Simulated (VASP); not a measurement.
# Hg (Fm-3m) in VASP: notebook

The runs below take Hg through single point, with PBE.

Program: VASP 6.6.1. These are calculated values, not measurements. Logs are shortened: lines on timing, memory, paths and dates and some standing lists are left out, and cuts for length are marked.

### Step 1. The cell of the first run

It takes space group Fm-3m (No. 225, cubic). The conventional cell has a = 4.646 Å, b = 4.646 Å, c = 4.646 Å, α = 90.00°, β = 90.00°, γ = 90.00°. Hg (site symmetry m-3m) has 12 Hg at 3.29 Å within 4.3 Å.

### Step 2. Single point, PBE (strained)

File INCAR:

```
SYSTEM = Hg
PREC = Accurate
ENCUT = 520
EDIFF = 1E-6
ISMEAR = 0
SIGMA = 0.05
LREAL = .False.
LASPH = .True.
NELM = 100
ALGO = Normal
ISIF = 2
LWAVE = .False.
LCHARG = .True.
GGA = PE
LELF = .True.
LVHAR = .True.
NBANDS = 12
```

File KPOINTS:

```
regular mesh
0
Gamma
  12 12 12
  0 0 0
```

File POSCAR:

```
Hg
1.0
    0.0000000000      2.3229047368      2.3229047368
    2.3229047368      0.0000000000      2.3229047368
    2.3229047368      2.3229047368      0.0000000000
Hg
1
Direct
    0.0000000000      0.0000000000      0.0000000000
```

Potentials or basis: VASP PAW PBE potentials, release 64 (Hg).

The run is started by

```console
cat potpaw_PBE.64/Hg/POTCAR > POTCAR
mpirun -np 1 vasp_std > vasp.out
```

OUTCAR:

```text
SYSTEM = Hg
   PREC = Accurate
   ENCUT = 520
   EDIFF = 1E-6
   ISMEAR = 0
   LREAL = .False.
   LASPH = .True.
   NELM = 100
   ISIF = 2
   GGA = PE

 ion  position               nearest neighbor table
   1  0.000  0.000  0.000-

  LATTYP: Found a face centered cubic cell.
 ALAT       =     4.6458094736

  Lattice vectors:

 A1 = (   0.0000000000,   2.3229047368,   2.3229047368)
 A2 = (   2.3229047368,   0.0000000000,   2.3229047368)
 A3 = (   2.3229047368,   2.3229047368,   0.0000000000)

Analysis of symmetry for initial positions (statically):
=====================================================================
 Subroutine PRICEL returns:
 Original cell was already a primitive cell.

 Routine SETGRP: Setting up the symmetry group for a
 face centered cubic supercell.

 Subroutine GETGRP returns: Found 48 space group operations
 (whereof 48 operations were pure point group operations)
 out of a pool of 48 trial point group operations.

The static configuration has the point symmetry O_h .

Analysis of symmetry for dynamics (positions and initial velocities):
=====================================================================
 Subroutine PRICEL returns:
 Original cell was already a primitive cell.

 Routine SETGRP: Setting up the symmetry group for a
 face centered cubic supercell.

 Subroutine GETGRP returns: Found 48 space group operations
 (whereof 48 operations were pure point group operations)
 out of a pool of 48 trial point group operations.

The dynamic configuration has the point symmetry O_h .

 Subroutine INISYM returns: Found 48 space group operations
 (whereof 48 operations are pure point group operations),
 and found     1 'primitive' translations

----------------------------------------------------------------------------------------

                                     Primitive cell

  volume of cell :      25.0683

  direct lattice vectors                    reciprocal lattice vectors
     0.000000000  2.322904737  2.322904737    -0.215247742  0.215247742  0.215247742
     2.322904737  0.000000000  2.322904737     0.215247742 -0.215247742  0.215247742
     2.322904737  2.322904737  0.000000000     0.215247742  0.215247742 -0.215247742

  length of vectors
     3.285083383  3.285083383  3.285083383     0.372820026  0.372820026  0.372820026

  position of ions in fractional coordinates (direct lattice)
     0.000000000  0.000000000  0.000000000

[... 69 lines left out ...]
   ISPIN  =      1    spin polarized calculation?
   LNONCOLLINEAR =      F non collinear calculations
   LSORBIT =      F    spin-orbit coupling
   LASPH  =      T    aspherical Exc in radial PAW
   ENCUT  =  520.0 eV  38.22 Ry    6.18 a.u.   6.11  6.11  6.11*2*pi/ulx,y,z
   NELM   =    100;   NELMIN=  2; NELMDL= -5     # of ELM steps
   EDIFF  = 0.1E-05   stopping-criterion for ELM
   LREAL  =      F    real-space projection
[... 7 lines left out ...]
   TEBEG  =    0.0;   TEEND  =   0.0 temperature during run
   PSTRESS=    0.0 pullay stress
   NELECT =      12.0000    total number of electrons
   NUPDOWN=      -1.0000    fix difference up-down
   EMIN   =  10.00;   EMAX   =-10.00  energy-range for DOS
   EFERMI =   0.00;   METHOD = LEGACY
   ISMEAR =     0;   SIGMA  =   0.05  broadening in eV -4-tet -1-fermi 0-gaus
   EFERMI_NEDOS =   21; number of points for ismear=-14 and -15
   IALGO  =     38    algorithm
   IMIX   =      4    mixing-type and parameters
     AMIX     =   0.40;   BMIX     =  1.00
     AMIX_MAG =   1.60;   BMIX_MAG =  1.00
  volume/ion in A,a.u.               =      25.07       169.17
  Fermi-wavevector in a.u.,A,eV,Ry     =   1.280640  2.420059 22.314095  1.640040
  Thomas-Fermi vector in A             =   2.413056
   LORBIT       =      0    0 simple, 1 ext, 2 COOP (PROOUT), +10 PAW based schemes
   GGA     = PE    functional components
   LHFCALC =     F    Hartree Fock is set to
   AEXX    =    0.0000 exact exchange contribution
   IVDW    =     0    specifies the selected vdW correction
   LEPSILON=     F    determine dielectric tensor
   LRPA    =     F    only Hartree local field effects (RPA)
 non-spin polarized calculation
 Gauss-broadening in eV      SIGMA  =   0.05
  energy-cutoff  :      520.00
  volume of cell :       25.07
 maximum number of plane-waves:       692
   NGX = 13   NGY = 13   NGZ = 13

 number of electron      11.9999998 magnetization

 Free energy of the ion-electron system (eV)
  ---------------------------------------------------
  ext. energy  EPLUGINS =         0.00000000
  ---------------------------------------------------
  free energy    TOTEN  =        -0.13424048 eV

  energy without entropy =       -0.13390335  energy(sigma->0) =       -0.13407191

 E-fermi :   2.1343     XC(G=0): -10.5300

 val. band max:        2.1148637071   @ k =  -0.3333   0.4167   0.0833
 cond. band min:       2.2668439081   @ k =   0.5000   0.5000   0.0000
 fundamental gap:      0.1519802010
 Fermi energy:         2.1342558686

 k-point     1 :       0.0000    0.0000    0.0000
  band No.  band energies     occupation
      1      -6.2830      2.00000
      2      -4.5454      2.00000
      3      -4.5454      2.00000
      4      -4.5454      2.00000
      5      -3.9833      2.00000
      6      -3.9833      2.00000
      7      15.7339      0.00000
      8      16.4938      0.00000
      9      16.4938      0.00000
     10      16.4938      0.00000
     11      20.5104      0.00000
     12      21.5623      0.00000
[... 331 lines left out ...]
 k-point    24 :      -0.4167    0.1667    0.0000
  band No.  band energies     occupation
      1      -5.1136      2.00000
      2      -4.6246      2.00000
      3      -4.3302      2.00000
      4      -3.8994      2.00000
      5      -3.5800      2.00000
      6       0.4559      2.00000
      7       2.3224      0.00000
      8      10.1935      0.00000
      9      13.0903      0.00000
     10      14.7946      0.00000
     11      20.7560      0.00000
     12      21.2983      0.00000

 [... further k-points ...]
[... 5 lines left out ...]
  --------------------------------------------------------------------------------------
  -------------------------------------------------------------------------------------
  Total        0.4350001      0.4350001      0.4350001      0.0000000     -0.0000000      0.0000000
  in kB       27.8019819     27.8019819     27.8019819      0.0000000     -0.0000000      0.0000000
  external PRESSURE =      27.8019819 kB  Pullay stress =       0.0000000 kB

 VOLUME and BASIS-vectors are now :
 -----------------------------------------------------------------------------
  energy-cutoff  :      520.00
  volume of cell :       25.07
      direct lattice vectors                 reciprocal lattice vectors
     0.000000000  2.322904737  2.322904737    -0.215247742  0.215247742  0.215247742
     2.322904737  0.000000000  2.322904737     0.215247742 -0.215247742  0.215247742
     2.322904737  2.322904737  0.000000000     0.215247742  0.215247742 -0.215247742

 POSITION                                       TOTAL-FORCE (eV/Angst)
 -----------------------------------------------------------------------------------
      0.00000      0.00000      0.00000        -0.000000     -0.000000     -0.000000
 -----------------------------------------------------------------------------------
    total drift:                               -0.000000      0.000000      0.000000

  FREE ENERGIE OF THE ION-ELECTRON SYSTEM (eV)
  ---------------------------------------------------
  free  energy   TOTEN  =        -0.1342404789 eV

  energy  without entropy=       -0.1339033484  energy(sigma->0) =       -0.13407191
```

stdout:

```text
POSCAR found type information on POSCAR Hg
 POSCAR found :  1 types and       1 ions
 scaLAPACK will be used
 LDA part: xc-table for (Slater+PW92), standard interpolation
 POSCAR, INCAR and KPOINTS ok, starting setup
 FFT: planning ... GRIDC
 FFT: planning ... GRID_SOFT
 FFT: planning ... GRID
 WAVECAR not read
 entering main loop
```

Wall time 11 s (1 thread of Intel Xeon Platinum 8559C (Emerald Rapids), shared host); peak memory 0.15 GiB.

What came out:

```
Free energy            : -0.1342 eV
Pressure               : 2.8 GPa
Band gap on the k mesh : zero (bands 6 and 7 overlap by 1.54 eV)
```

Caveat: the cell differs from its parent crystal (strained); spin-orbit coupling is left out, which moves the levels of the heavy elements.

### Step 3. Single point, PBE (strained)

File INCAR:

```
  ALGO = Fast
  EDIFF = 1E-6
  ENCUT = 520
  GGA = PE
  ISIF = 2
  ISMEAR = 0
  LASPH = T
  LCHARG = T
  LELF = T
  LREAL = F
  LVHAR = T
  LWAVE = F
  NBANDS = 12
  NELM = 80
  PREC = Accurate
  SIGMA = 0.05
```

File KPOINTS:

```
k-points
0
Gamma
  12 12 12
```

File POSCAR:

```
Hg
1.0
    0.0000000000      2.3712452658      2.3712452658
    2.3712452658      0.0000000000      2.3712452658
    2.3712452658      2.3712452658      0.0000000000
Hg
1
Direct
    0.0000000000      0.0000000000      0.0000000000
```

Potentials or basis: VASP PAW PBE potentials, release 64 (Hg).

The run is started by

```console
cat potpaw_PBE.64/Hg/POTCAR > POTCAR
mpirun -np 1 vasp_std > vasp.out
```

OUTCAR:

```text
EDIFF = 1E-6
   ENCUT = 520
   GGA = PE
   ISIF = 2
   ISMEAR = 0
   LASPH = T
   LREAL = F
   NELM = 80
   PREC = Accurate

 ion  position               nearest neighbor table
   1  0.000  0.000  0.000-

  LATTYP: Found a face centered cubic cell.
 ALAT       =     4.7424905316

  Lattice vectors:

 A1 = (   0.0000000000,   2.3712452658,   2.3712452658)
 A2 = (   2.3712452658,   0.0000000000,   2.3712452658)
 A3 = (   2.3712452658,   2.3712452658,   0.0000000000)

Analysis of symmetry for initial positions (statically):
=====================================================================
 Subroutine PRICEL returns:
 Original cell was already a primitive cell.

 Routine SETGRP: Setting up the symmetry group for a
 face centered cubic supercell.

 Subroutine GETGRP returns: Found 48 space group operations
 (whereof 48 operations were pure point group operations)
 out of a pool of 48 trial point group operations.

The static configuration has the point symmetry O_h .

Analysis of symmetry for dynamics (positions and initial velocities):
=====================================================================
 Subroutine PRICEL returns:
[... 161 lines left out ...]
 fundamental gap:      0.2402346684
 Fermi energy:         1.5222252005

 k-point     1 :       0.0000    0.0000    0.0000
  band No.  band energies     occupation
      1      -6.2649      2.00000
      2      -4.8210      2.00000
      3      -4.8210      2.00000
      4      -4.8210      2.00000
      5      -4.3283      2.00000
      6      -4.3283      2.00000
      7      15.1451      0.00000
      8      15.4942      0.00000
      9      15.4942      0.00000
     10      15.4942      0.00000
     11      19.4346      0.00000
     12      20.3885      0.00000
[... 331 lines left out ...]
 k-point    24 :      -0.4167    0.1667    0.0000
  band No.  band energies     occupation
      1      -5.2978      2.00000
      2      -4.8835      2.00000
      3      -4.6289      2.00000
      4      -4.2356      2.00000
      5      -3.9715      2.00000
      6      -0.0290      2.00000
      7       1.9642      0.00000
      8       9.4276      0.00000
      9      12.2155      0.00000
     10      14.0702      0.00000
     11      19.6640      0.00000
     12      20.2107      0.00000

 [... further k-points ...]
[... 5 lines left out ...]
  --------------------------------------------------------------------------------------
  -------------------------------------------------------------------------------------
  Total        0.1679919      0.1679919      0.1679919      0.0000000      0.0000000     -0.0000000
  in kB       10.0934492     10.0934492     10.0934492      0.0000000      0.0000000     -0.0000000
  external PRESSURE =      10.0934492 kB  Pullay stress =       0.0000000 kB

 VOLUME and BASIS-vectors are now :
 -----------------------------------------------------------------------------
  energy-cutoff  :      520.00
  volume of cell :       26.67
      direct lattice vectors                 reciprocal lattice vectors
     0.000000000  2.371245266  2.371245266    -0.210859672  0.210859672  0.210859672
     2.371245266  0.000000000  2.371245266     0.210859672 -0.210859672  0.210859672
     2.371245266  2.371245266  0.000000000     0.210859672  0.210859672 -0.210859672

 POSITION                                       TOTAL-FORCE (eV/Angst)
 -----------------------------------------------------------------------------------
      0.00000      0.00000      0.00000         0.000000     -0.000000     -0.000000
 -----------------------------------------------------------------------------------
    total drift:                               -0.000000     -0.000000     -0.000000

  FREE ENERGIE OF THE ION-ELECTRON SYSTEM (eV)
  ---------------------------------------------------
  free  energy   TOTEN  =        -0.1531164457 eV

  energy  without entropy=       -0.1527513081  energy(sigma->0) =       -0.15293388
```

Wall time 20 s (1 thread of Intel Xeon Platinum 8559C (Emerald Rapids), shared host); peak memory 0.16 GiB.

What came out:

```yaml
Free_energy: -0.1531 eV
Pressure: 1.0 GPa
Band_gap_on_the_k_mesh: zero (bands 6 and 7 overlap by 1.08 eV)
```

Levels at points of the mesh, in eV from the Fermi level:
```
           k point  band 3  band 4  band 5  band 6  band 7  band 8  band 9  band 10
(0.00, 0.00, 0.00)   -6.34   -6.34   -5.85   -5.85   13.62   13.97   13.97    13.97
(0.50, 0.00, 0.00)   -6.34   -5.43   -5.43   -1.53   -0.78   11.78   11.78    12.91
(0.50, 0.50, 0.00)   -5.46   -5.32   -5.32    0.30    0.47    6.96    6.96    10.89
```

Caveat: the cell differs from its parent crystal (strained); spin-orbit coupling is left out, which moves the levels of the heavy elements.

### Step 4. Single point, PBE (strained)

File INCAR:

```
SYSTEM = Hg
  PREC = Accurate
  ENCUT = 520
  EDIFF = 1E-6
  ISMEAR = 0
  SIGMA = 0.05
  LREAL = .FALSE.
  LASPH = .TRUE.
  NELM = 80
  ALGO = Normal
  ISIF = 2
  LWAVE = .FALSE.
  LCHARG = .FALSE.
  GGA = PE
  NBANDS = 12
```

File KPOINTS:

```
regular mesh
0
G
  12 12 12
  0 0 0
```

File POSCAR:

```
Hg
1.0
    0.0000000000      2.3609600468      2.3609600468
    2.3609600468      0.0000000000      2.3609600468
    2.3609600468      2.3609600468      0.0000000000
Hg
1
Direct
    0.0000000000      0.0000000000      0.0000000000
```

The run is started by

```console
cat potpaw_PBE.64/Hg/POTCAR > POTCAR
mpirun -np 1 vasp_std > vasp.out
```

Wall time 18 s (1 thread of Intel Xeon Platinum 8559C (Emerald Rapids), shared host); peak memory 0.17 GiB.

Results (log left out):

```yaml
Free_energy: -0.1505 eV
Pressure: 1.3 GPa
Band_gap_on_the_k_mesh: zero (bands 6 and 7 overlap by 1.18 eV)
```

Levels at points of the mesh, in eV from the Fermi level:
```
           k point  band 4  band 5  band 6  band 7  band 8  band 9
(0.00, 0.00, 0.00)   -6.41   -5.90   -5.90   13.62   14.06   14.06
(0.50, 0.00, 0.00)   -5.47   -5.47   -1.54   -0.86   11.85   11.85
(0.50, 0.50, 0.00)   -5.36   -5.36    0.32    0.40    6.96    6.96
```

Caveat: the cell differs from its parent crystal (strained); spin-orbit coupling is left out, which moves the levels of the heavy elements.

### Step 5. Overview

| cell | gap on the mesh (eV) | pressure (GPa) |
| --- | --- | --- |
| a = 3.285 Å, angles 60.0°, 1 atom | none | 2.8 |
| a = 3.353 Å, angles 60.0°, 1 atom | none | 1.0 |
| a = 3.339 Å, angles 60.0°, 1 atom | none | 1.3 |

Alike in all rows: task single point; level PBE; potentials or basis VASP PAW PBE potentials, release 64 (Hg); no spin polarisation; k mesh 12 × 12 × 12; cutoff (eV) 520; smearing gaussian 0.05 eV.

Caveats: spin-orbit coupling is left out, which moves the levels of the heavy elements.

Total energies depend on the potentials used, so only differences within one code and one set of settings carry meaning.

The gap in the log of VASP goes by the Fermi energy; the results here count the filled bands.